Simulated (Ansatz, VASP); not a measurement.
**KCl in VASP and in Ansatz**

The input POSCAR:

```
KCl
1.0
    0.0078621208      3.1448483095      3.1448483095
    3.1448483095      0.0078621208      3.1448483095
    3.1527104303      3.1527104303      0.0000000000
K Cl
1 1
Direct
    0.0000000000      0.0000000000      0.0000000000
    0.5000000000      0.5000000000      0.5000000000
```

INCAR.step1

```
SYSTEM = KCl
PREC = Accurate
ENCUT = 520
ISMEAR = 0
SIGMA = 0.01
LREAL = .False.
LASPH = .True.
NELM = 60
NBANDS = 15
GGA = PE
ALGO = Normal
EDIFF = 1E-4
LWAVE = .True.
LCHARG = .False.
```

Contents of INCAR.step2:

```
SYSTEM = KCl
PREC = Accurate
ENCUT = 520
EDIFF = 1E-6
ISMEAR = 0
SIGMA = 0.01
LREAL = .False.
LASPH = .True.
NELM = 60
ALGO = Normal
ISIF = 2
LWAVE = .False.
LCHARG = .False.
METAGGA = R2SCAN
LMIXTAU = .True.
NBANDS = 15
ISTART = 1
```

File KPOINTS:

```
regular mesh
0
Gamma
  8 8 8
  0 0 0
```

Input for Ansatz:

```yaml
crystal:
  lattice:
    - [0.0078621208, 3.1448483095, 3.1448483095]
    - [3.1448483095, 0.0078621208, 3.1448483095]
    - [3.1527104303, 3.1527104303, 0.0]
  atoms:
    - { symbol: K, position: [0.0, 0.0, 0.0] }
    - { symbol: Cl, position: [0.5, 0.5, 0.5] }
kpoints:
  mp_grid: { grid: [8, 8, 8] }
  band_path:
    path:
      - [0.0, 0.0, 0.0]
      - [0.5, 0.0, 0.5]
      - [0.625, 0.25, 0.625]
      - [0.375, 0.375, 0.75]
      - [0.5, 0.5, 0.5]
      - [0.5, 0.25, 0.75]
    npoints: 1
hamiltonian:
  xc: r2scan
scf:
  occupations: { method: fixed }
  n_extra_bands: 4
output:
  forces: true
  stress: true
  eigenvalues: true
```

Change from the starting cell: shear_xy strain +0.5%.

Alike in both runs: task single point; functional r2SCAN; k mesh 8 × 8 × 8; no spin polarisation.

|  | VASP | Ansatz |
| --- | --- | --- |
| version | VASP 6.6.1 | Ansatz 0.2.0 |
| potentials or method | VASP PAW PBE potentials, release 64 (K_sv, Cl) | plane waves, PAW |
| plane-wave cutoff (eV) | 520 | 500 |
| occupations | gaussian, width 0.01 eV | fixed |
| valence electrons in the cell | 16 | 16 |

```tsv
	VASP	Ansatz	Ansatz less VASP
gap on the k mesh at the Fermi level (eV)	5.83	5.83	-0.004
pressure (GPa)	0.0	0.0	+0.03
```

VASP's potentials were made for PBE, not for r2SCAN.
